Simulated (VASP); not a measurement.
A run of VASP 6.6.1 is set up as follows.

INCAR

```
SYSTEM = SiC
PREC = Accurate
ENCUT = 600
EDIFF = 1E-6
ISMEAR = 0
SIGMA = 0.01
LREAL = .False.
LASPH = .True.
NELM = 120
ALGO = Normal
ISIF = 2
LWAVE = .False.
LCHARG = .True.
GGA = CA
LELF = .True.
LVHAR = .True.
NBANDS = 11
GGA_COMPAT = .False.
```

Contents of KPOINTS:

```
regular mesh
0
Gamma
  7 7 7
  0 0 0
```

The input POSCAR:

```
SiC
1.0
    0.0000000000      2.1345181309      2.1345181309
    2.1345181309      0.0000000000      2.1345181309
    2.1345181309      2.1345181309      0.0000000000
Si C
1 1
Direct
    0.0000000000      0.0000000000      0.0000000000
    0.2500000000      0.2500000000      0.2500000000
```

Potentials or basis: VASP PAW LDA potentials, release 64 (Si, C).

Command:

```sh
$ cat potpaw_LDA.64/Si/POTCAR potpaw_LDA.64/C/POTCAR > POTCAR
$ mpirun -np 1 vasp_std > vasp.out
```

What does it give for the band gap on the k mesh?

1.50 eV, indirect (least direct gap 4.70 eV).

Predict the pressure.

10.7 GPa.

A k mesh can miss the band edges. LDA gaps usually lie below the measured ones, often by a third to a half.
